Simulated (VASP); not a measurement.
# C (Fd-3m) in VASP: notebook

The runs below take C through single point, relaxation of cell and atoms, with PBEsol.

Everything below comes from runs of VASP 6.6.1. Logs are shortened: lines on timing, memory, paths and dates and some standing lists are left out, and cuts for length are marked.

## (1) The cell of the first run

The structure is cubic, space group Fd-3m (No. 227). The conventional cell has a = 3.567 Å, b = 3.567 Å, c = 3.567 Å, α = 90.00°, β = 90.00°, γ = 90.00°. Within 2.1 Å of C (site symmetry -43m) lie 4 C at 1.54 Å.

## (2) Single point, PBEsol

INCAR

```
ALGO     = Normal         # electronic algorithm
EDIFF    = 1E-6           # SCF threshold, eV
ENCUT    = 600            # plane-wave cutoff, eV
GGA      = PS             # functional
GGA_COMPAT= F            
ISIF     = 2              # what is computed and relaxed
ISMEAR   = 0              # smearing method
LASPH    = T              # aspherical terms in the spheres
LCHARG   = F              # write CHGCAR
LREAL    = F              # projectors in reciprocal space
LWAVE    = F              # write WAVECAR
NBANDS   = 11             # bands
NELM     = 120            # most SCF steps
PREC     = Accurate       # precision mode
SIGMA    = 0.1            # smearing width, eV
```

KPOINTS

```
k-points
0
Gamma
  8 8 8
```

POSCAR

```
C
1.0
    0.0000000000      1.7833700000      1.7833700000
    1.7833700000      0.0000000000      1.7833700000
    1.7833700000      1.7833700000      0.0000000000
C
2
Direct
    0.7500000000      0.7500000000      0.7500000000
    0.5000000000      0.5000000000      0.5000000000
```

Potentials or basis: VASP PAW PBE potentials, release 64 (C).

Started as:

```sh
> cat potpaw_PBE.64/C/POTCAR > POTCAR
> mpirun -np 1 vasp_std > vasp.out
```

OUTCAR:

```text
EDIFF = 1E-6
   ENCUT = 600
   GGA = PS
   ISIF = 2
   ISMEAR = 0
   LASPH = T
   LREAL = F
   NELM = 120
   PREC = Accurate

 ion  position               nearest neighbor table
   1  0.750  0.750  0.750-   2 1.54   2 1.54   2 1.54   2 1.54
   2  0.500  0.500  0.500-   1 1.54   1 1.54   1 1.54   1 1.54

  LATTYP: Found a face centered cubic cell.
 ALAT       =     3.5667400000

  Lattice vectors:

 A1 = (   0.0000000000,   1.7833700000,   1.7833700000)
 A2 = (   1.7833700000,   0.0000000000,   1.7833700000)
 A3 = (   1.7833700000,   1.7833700000,   0.0000000000)

Analysis of symmetry for initial positions (statically):
=====================================================================
 Subroutine PRICEL returns:
 Original cell was already a primitive cell.

 Routine SETGRP: Setting up the symmetry group for a
 face centered cubic supercell.

 Subroutine GETGRP returns: Found 48 space group operations
 (whereof 24 operations were pure point group operations)
 out of a pool of 48 trial point group operations.

The static configuration has the point symmetry T_d .
 The point group associated with its full space group is O_h .

Analysis of symmetry for dynamics (positions and initial velocities):
=====================================================================
 Subroutine PRICEL returns:
 Original cell was already a primitive cell.

 Routine SETGRP: Setting up the symmetry group for a
 face centered cubic supercell.

 Subroutine GETGRP returns: Found 48 space group operations
 (whereof 24 operations were pure point group operations)
 out of a pool of 48 trial point group operations.

The dynamic configuration has the point symmetry T_d .
 The point group associated with its full space group is O_h .

 Subroutine INISYM returns: Found 48 space group operations
 (whereof 24 operations are pure point group operations),
 and found     1 'primitive' translations

----------------------------------------------------------------------------------------

                                     Primitive cell

  volume of cell :      11.3437

  direct lattice vectors                    reciprocal lattice vectors
     0.000000000  1.783370000  1.783370000    -0.280368067  0.280368067  0.280368067
     1.783370000  0.000000000  1.783370000     0.280368067 -0.280368067  0.280368067
     1.783370000  1.783370000  0.000000000     0.280368067  0.280368067 -0.280368067

  length of vectors
     2.522066041  2.522066041  2.522066041     0.485611737  0.485611737  0.485611737

  position of ions in fractional coordinates (direct lattice)
     0.750000000  0.750000000  0.750000000
     0.500000000  0.500000000  0.500000000
[... 87 lines left out ...]
   PSTRESS=    0.0 pullay stress
   NELECT =       8.0000    total number of electrons
   NUPDOWN=      -1.0000    fix difference up-down
   EMIN   =  10.00;   EMAX   =-10.00  energy-range for DOS
   EFERMI =   0.00;   METHOD = LEGACY
   ISMEAR =     0;   SIGMA  =   0.10  broadening in eV -4-tet -1-fermi 0-gaus
   EFERMI_NEDOS =   21; number of points for ismear=-14 and -15
   IALGO  =     38    algorithm
   IMIX   =      4    mixing-type and parameters
     AMIX     =   0.40;   BMIX     =  1.00
     AMIX_MAG =   1.60;   BMIX_MAG =  1.00
  volume/ion in A,a.u.               =       5.67        38.28
  Fermi-wavevector in a.u.,A,eV,Ry     =   1.457203  2.753714 28.891161  2.123440
  Thomas-Fermi vector in A             =   2.574032
   LORBIT       =      0    0 simple, 1 ext, 2 COOP (PROOUT), +10 PAW based schemes
   GGA     = PS    functional components
   LHFCALC =     F    Hartree Fock is set to
   AEXX    =    0.0000 exact exchange contribution
   IVDW    =     0    specifies the selected vdW correction
   LEPSILON=     F    determine dielectric tensor
   LRPA    =     F    only Hartree local field effects (RPA)
 non-spin polarized calculation
 Gauss-broadening in eV      SIGMA  =   0.10
  energy-cutoff  :      600.00
  volume of cell :       11.34
 maximum number of plane-waves:       391
   NGX =  9   NGY =  9   NGZ =  9

 number of electron       7.9999999 magnetization

 Free energy of the ion-electron system (eV)
  ---------------------------------------------------
  ext. energy  EPLUGINS =         0.00000000
  ---------------------------------------------------
  free energy    TOTEN  =       -19.25232490 eV

  energy without entropy =      -19.25232490  energy(sigma->0) =      -19.25232490

 E-fermi :  10.2757     XC(G=0): -13.4326

 val. band max:        9.7085231370   @ k =   0.0000   0.0000   0.0000
 cond. band min:      13.7133875886   @ k =   0.3750   0.3750   0.0000
 fundamental gap:      4.0048644516
 Fermi energy:        10.2757289837

 k-point     1 :       0.0000    0.0000    0.0000
  band No.  band energies     occupation
      1     -11.8129      2.00000
      2       9.7085      2.00000
      3       9.7085      2.00000
      4       9.7085      2.00000
      5      15.2478      0.00000
      6      15.2478      0.00000
      7      15.2478      0.00000
      8      23.0767      0.00000
      9      28.6665      0.00000
     10      36.1768      0.00000
     11      36.1768      0.00000
[... 309 lines left out ...]
 k-point    24 :      -0.3750    0.2500    0.1250
  band No.  band energies     occupation
      1      -4.9704      2.00000
      2      -2.7312      2.00000
      3       3.3693      2.00000
      4       4.9819      2.00000
      5      17.8694      0.00000
      6      19.1042      0.00000
      7      22.7531      0.00000
      8      24.4956      0.00000
      9      27.7998      0.00000
     10      33.4813      0.00000
     11      35.8612      0.00000

 [... further k-points ...]

------------------------ aborting loop because EDIFF is reached ----------------------------------------

  FORCE on cell =-STRESS in cart. coord.  units (eV):
  Direction    XX          YY          ZZ          XY          YZ          ZX
  --------------------------------------------------------------------------------------
  -------------------------------------------------------------------------------------
  Total       -0.3113130     -0.3113130     -0.3113130      0.0000000     -0.0000000     -0.0000000
  in kB      -43.9696955    -43.9696955    -43.9696955      0.0000000     -0.0000000     -0.0000000
  external PRESSURE =     -43.9696955 kB  Pullay stress =       0.0000000 kB

 VOLUME and BASIS-vectors are now :
 -----------------------------------------------------------------------------
  energy-cutoff  :      600.00
  volume of cell :       11.34
      direct lattice vectors                 reciprocal lattice vectors
     0.000000000  1.783370000  1.783370000    -0.280368067  0.280368067  0.280368067
     1.783370000  0.000000000  1.783370000     0.280368067 -0.280368067  0.280368067
     1.783370000  1.783370000  0.000000000     0.280368067  0.280368067 -0.280368067

 POSITION                                       TOTAL-FORCE (eV/Angst)
 -----------------------------------------------------------------------------------
      2.67505      2.67505      2.67505         0.000000     -0.000000      0.000000
      1.78337      1.78337      1.78337        -0.000000      0.000000     -0.000000
 -----------------------------------------------------------------------------------
    total drift:                                0.000000     -0.000000      0.000000

  FREE ENERGIE OF THE ION-ELECTRON SYSTEM (eV)
  ---------------------------------------------------
  free  energy   TOTEN  =       -19.2523248968 eV

  energy  without entropy=      -19.2523248968  energy(sigma->0) =      -19.25232490
```

OSZICAR:

```text
N       E                     dE             d eps       ncg     rms          rms(c)
DAV:   1     0.191462672167E+01    0.19146E+01   -0.53505E+03   665   0.799E+02
DAV:   2    -0.194770099541E+02   -0.21392E+02   -0.20881E+02   868   0.134E+02
DAV:   3    -0.199136679093E+02   -0.43666E+00   -0.43501E+00   743   0.146E+01
DAV:   4    -0.199144142940E+02   -0.74638E-03   -0.74637E-03   683   0.737E-01
DAV:   5    -0.199144151531E+02   -0.85909E-06   -0.85908E-06   734   0.241E-02    0.556E+00
DAV:   6    -0.194231368638E+02    0.49128E+00   -0.25201E-01   656   0.347E+00    0.327E+00
DAV:   7    -0.192517510435E+02    0.17139E+00   -0.30323E-01   680   0.385E+00    0.680E-01
DAV:   8    -0.192522988298E+02   -0.54779E-03   -0.74009E-03   662   0.678E-01    0.293E-02
DAV:   9    -0.192523167443E+02   -0.17914E-04   -0.15389E-05   766   0.358E-02    0.212E-02
DAV:  10    -0.192523250475E+02   -0.83032E-05   -0.35914E-06   686   0.166E-02    0.436E-03
DAV:  11    -0.192523248968E+02    0.15071E-06   -0.91997E-08   416   0.265E-03
   1 F= -.19252325E+02 E0= -.19252325E+02  d E =-.352386E-17
```

Wall time 3.8 s (1 thread of Intel Xeon Platinum 8259CL at 2.50GHz (Skylake/Cascade Lake), shared host); peak memory 0.12 GiB.

What came out:

```
Free energy            : -19.2523 eV
Pressure               : -4.4 GPa
Band gap on the k mesh : 4.00 eV, indirect (least direct gap 5.54 eV)
```

Levels at points of the mesh, in eV from the valence-band top:
```csv
k point,band 2,band 3,band 4,band 5,band 6,band 7
"(0.00, 0.00, 0.00)",0.00,0.00,0.00,5.54,5.54,5.54
"(0.50, 0.00, 0.00)",-13.47,-2.81,-2.81,8.38,8.38,8.84
"(0.50, 0.50, 0.00)",-12.78,-6.34,-6.34,4.60,4.60,16.78
```

Caveat: the PAW data sets were made with another functional, which shifts forces and pressure a little. A hybrid or GW would open this gap; PBEsol tends to underestimate it.

## (3) Single point, PBEsol

This run uses another cell than the first one, of 5.61 Å³/atom, 0.989 times its volume.

Edit INCAR of step 2 so:

```diff
@@ -8,4 +8,6 @@
 LASPH    = T              # aspherical terms in the spheres
-LCHARG   = F              # write CHGCAR
+LCHARG   = T              # write CHGCAR
+LELF     = T              # ELF
 LREAL    = F              # projectors in reciprocal space
+LVHAR    = T            
 LWAVE    = F              # write WAVECAR
@@ -14,2 +16,2 @@
 PREC     = Accurate       # precision mode
-SIGMA    = 0.1            # smearing width, eV
+SIGMA    = 0.02           # smearing width, eV
```

KPOINTS

```
k-points
0
Gamma
  12 12 12
```

POSCAR

```
C
1.0
    0.0000000000      1.7769057852      1.7769057852
    1.7769057852      0.0000000000      1.7769057852
    1.7769057852      1.7769057852      0.0000000000
C
2
Direct
    0.7500000000      0.7500000000      0.7500000000
    0.5000000000      0.5000000000      0.5000000000
```

Potentials or basis: VASP PAW PBE potentials, release 64 (C).

Started as:

```sh
> cat potpaw_PBE.64/C/POTCAR > POTCAR
> mpirun -np 1 vasp_std > vasp.out
```

OUTCAR:

```text
EDIFF = 1E-6
   ENCUT = 600
   GGA = PS
   ISIF = 2
   ISMEAR = 0
   LASPH = T
   LREAL = F
   NELM = 120
   PREC = Accurate

 ion  position               nearest neighbor table
   1  0.750  0.750  0.750-   2 1.54   2 1.54   2 1.54   2 1.54
   2  0.500  0.500  0.500-   1 1.54   1 1.54   1 1.54   1 1.54

  LATTYP: Found a face centered cubic cell.
 ALAT       =     3.5538115704

  Lattice vectors:

 A1 = (   0.0000000000,   1.7769057852,   1.7769057852)
 A2 = (   1.7769057852,   0.0000000000,   1.7769057852)
 A3 = (   1.7769057852,   1.7769057852,   0.0000000000)

Analysis of symmetry for initial positions (statically):
=====================================================================
 Subroutine PRICEL returns:
 Original cell was already a primitive cell.

 Routine SETGRP: Setting up the symmetry group for a
 face centered cubic supercell.

 Subroutine GETGRP returns: Found 48 space group operations
 (whereof 24 operations were pure point group operations)
 out of a pool of 48 trial point group operations.

The static configuration has the point symmetry T_d .
 The point group associated with its full space group is O_h .
[... 165 lines left out ...]
 cond. band min:      13.9272212733   @ k =   0.3333   0.3333   0.0000
 fundamental gap:      4.0609904768
 Fermi energy:        10.0296830278

 k-point     1 :       0.0000    0.0000    0.0000
  band No.  band energies     occupation
      1     -11.8020      2.00000
      2       9.8662      2.00000
      3       9.8662      2.00000
      4       9.8662      2.00000
      5      15.4356      0.00000
      6      15.4356      0.00000
      7      15.4356      0.00000
      8      23.4834      0.00000
      9      28.9655      0.00000
     10      36.4561      0.00000
     11      36.4561      0.00000
[... 309 lines left out ...]
 k-point    24 :      -0.4167    0.1667    0.0000
  band No.  band energies     occupation
      1      -5.5105      2.00000
      2      -2.8463      2.00000
      3       4.3200      2.00000
      4       6.2209      2.00000
      5      17.3346      0.00000
      6      20.1085      0.00000
      7      21.1856      0.00000
      8      25.3309      0.00000
      9      29.2154      0.00000
     10      34.0044      0.00000
     11      34.4656      0.00000

 [... further k-points ...]
[... 5 lines left out ...]
  --------------------------------------------------------------------------------------
  -------------------------------------------------------------------------------------
  Total        0.0306685      0.0306685      0.0306685     -0.0000000      0.0000000     -0.0000000
  in kB        4.3790567      4.3790567      4.3790567     -0.0000000      0.0000000     -0.0000000
  external PRESSURE =       4.3790567 kB  Pullay stress =       0.0000000 kB

 VOLUME and BASIS-vectors are now :
 -----------------------------------------------------------------------------
  energy-cutoff  :      600.00
  volume of cell :       11.22
      direct lattice vectors                 reciprocal lattice vectors
     0.000000000  1.776905785  1.776905785    -0.281388020  0.281388020  0.281388020
     1.776905785  0.000000000  1.776905785     0.281388020 -0.281388020  0.281388020
     1.776905785  1.776905785  0.000000000     0.281388020  0.281388020 -0.281388020

 POSITION                                       TOTAL-FORCE (eV/Angst)
 -----------------------------------------------------------------------------------
      2.66536      2.66536      2.66536         0.000000      0.000000      0.000000
      1.77691      1.77691      1.77691        -0.000000     -0.000000     -0.000000
 -----------------------------------------------------------------------------------
    total drift:                                0.000000     -0.000000      0.000000

  FREE ENERGIE OF THE ION-ELECTRON SYSTEM (eV)
  ---------------------------------------------------
  free  energy   TOTEN  =       -19.2542467708 eV

  energy  without entropy=      -19.2542467708  energy(sigma->0) =      -19.25424677
```

It took 8.1 s on 1 thread of Intel Xeon Platinum 8259CL at 2.50GHz (Skylake/Cascade Lake), shared host; peak memory 0.12 GiB.

Results:

| Quantity | Value |
| --- | --- |
| Free energy | -19.2542 eV |
| Pressure | 0.4 GPa |
| Band gap on the k mesh | 4.06 eV, indirect (least direct gap 5.57 eV) |

Caveat: the PAW data sets were made with another functional, which shifts forces and pressure a little.

## (4) Single point, PBEsol

This run uses another cell than the first one, of 5.61 Å³/atom, 0.989 times its volume.

INCAR

```
SYSTEM = C
PREC = Accurate ; ENCUT = 600
EDIFF = 1E-6 ; ISMEAR = 0
SIGMA = 0.02 ; LREAL = .False.
LASPH = .True. ; NELM = 120
ALGO = Normal ; ISIF = 2
LWAVE = .False. ; LCHARG = .True.
GGA = PS ; LELF = .True.
LVHAR = .True. ; NBANDS = 11
GGA_COMPAT = .False.
```

KPOINTS

```
regular mesh
0
Gamma
  12 12 12
  0 0 0
```

POSCAR is that of step 3.

Started as:

```sh
> cat potpaw_PBE.64/C/POTCAR > POTCAR
> mpirun -np 1 vasp_std > vasp.out
```

Run time: 8 s. Hardware: 1 thread of Intel Xeon Platinum 8259CL at 2.50GHz (Skylake/Cascade Lake), shared host; peak memory 0.12 GiB.

Results (log left out):

| Quantity | Value |
| --- | --- |
| Free energy | -19.2542 eV |
| Pressure | 0.4 GPa |
| Band gap on the k mesh | 4.06 eV, indirect (least direct gap 5.57 eV) |

Levels at points of the mesh, in eV from the valence-band top:
```tsv
k point	band 2	band 3	band 4	band 5	band 6	band 7
(0.00, 0.00, 0.00)	0.00	0.00	0.00	5.57	5.57	5.57
(0.50, 0.00, 0.00)	-13.59	-2.84	-2.84	8.43	8.43	8.99
(0.50, 0.50, 0.00)	-12.85	-6.40	-6.40	4.62	4.62	16.95
```

Caveat: the PAW data sets were made with another functional, which shifts forces and pressure a little. Expect the measured gap to be larger: semilocal functionals such as PBEsol lack the derivative discontinuity.

## (5) Relaxation of cell and atoms, PBEsol

INCAR

```
PREC     = Accurate       # precision mode
ENCUT    = 600            # plane-wave cutoff, eV
EDIFF    = 1E-7           # SCF threshold, eV
ISMEAR   = 0              # smearing method
SIGMA    = 0.02           # smearing width, eV
LREAL    = False          # projectors in reciprocal space
LASPH    = True           # aspherical terms in the spheres
NELM     = 120            # most SCF steps
ALGO     = Normal         # electronic algorithm
ISIF     = 3              # what is computed and relaxed
LWAVE    = False          # write WAVECAR
LCHARG   = False          # write CHGCAR
GGA      = PS             # functional
IBRION   = 2              # ionic algorithm
NSW      = 100            # ionic steps
EDIFFG   = -0.002         # ionic threshold
GGA_COMPAT= False        
NELMIN   = 4
```

KPOINTS

```
regular mesh
0
Gamma
  12 12 12
```

POSCAR

```
C
1.0
    0.0000000000      1.7833700000      1.7833700000
    1.7833700000      0.0000000000      1.7833700000
    1.7833700000      1.7833700000      0.0000000000
C
2
Direct
    0.7500000000      0.7500000000      0.7500000000
    0.5000000000      0.5000000000      0.5000000000
```

Started as:

```sh
> cat potpaw_PBE.64/C/POTCAR > POTCAR
> mpirun -np 1 vasp_std > vasp.out
```

Wall time 13 s (1 thread of Intel Xeon Platinum 8259CL at 2.50GHz (Skylake/Cascade Lake), shared host); peak memory 0.12 GiB.

Results (log left out):

* Free energy: -19.2548 eV
* Relaxed volume: 5.62 Å³/atom
* Relaxed cell: a = 2.514 Å, b = 2.514 Å, c = 2.514 Å, α = 60.00°, β = 60.00°, γ = 60.00°
* Space group after relaxing (to 0.05 Å): Fd-3m (No. 227)
* Energy gained by relaxing: 0.8 meV/atom
* Ionic steps: 3
* Pressure after relaxing: 0.0 GPa
* Band gap on the k mesh: 4.06 eV, indirect (least direct gap 5.57 eV)

Step by step:
| step | energy change (eV) | largest force (eV/Å) | pressure (GPa) | volume (Å³) |
| --- | --- | --- | --- | --- |
| 1 | 0.0000 | 0.0000 | -4.40 | 11.34 |
| 2 | 0.0010 | 0.0000 | 5.82 | 11.09 |
| 3 | -0.0016 | 0.0000 | -0.01 | 11.23 |

Final structure:
```yaml
crystal:
  lattice:
    - [0.00000, 1.77745, 1.77745]
    - [1.77745, 0.00000, 1.77745]
    - [1.77745, 1.77745, 0.00000]
  atoms:
    - { symbol: C, position: [0.75000, 0.75000, 0.75000] }
    - { symbol: C, position: [0.50000, 0.50000, 0.50000] }
```

Levels at points of the mesh, in eV from the valence-band top:
```
           k point  band 1  band 2  band 3  band 4  band 5  band 6  band 7  band 8
(0.00, 0.00, 0.00)  -21.66    0.00    0.00    0.00    5.57    5.57    5.57   13.60
(0.50, 0.00, 0.00)  -15.77  -13.58   -2.84   -2.84    8.43    8.43    8.97   15.58
(0.50, 0.50, 0.00)  -12.85  -12.85   -6.40   -6.40    4.62    4.62   16.93   16.93
```

Caveat: the PAW data sets were made with another functional, which shifts forces and pressure a little. A k mesh can miss the band edges.

## (6) Overview

| task | cell | k mesh | smearing | gap on the mesh (eV) | pressure (GPa) |
| --- | --- | --- | --- | --- | --- |
| single point | a = 2.522 Å, angles 60.0°, 2 atoms | 8 × 8 × 8 | gaussian 0.1 eV | 4.00 | -4.4 |
| single point | a = 2.513 Å, angles 60.0°, 2 atoms | 12 × 12 × 12 | gaussian 0.02 eV | 4.06 | 0.4 |
| relaxation of cell and atoms | relaxed from a = 2.522 Å, angles 60.0°, 2 atoms | 12 × 12 × 12 | gaussian 0.02 eV | 4.06 | 0.0 |

Alike in all rows: level PBEsol; potentials or basis VASP PAW PBE potentials, release 64 (C); no spin polarisation; cutoff (eV) 600.

Caveats: the PAW data sets were made with another functional, which shifts forces and pressure a little.

Absolute energies hang on the potentials; compare differences alone.
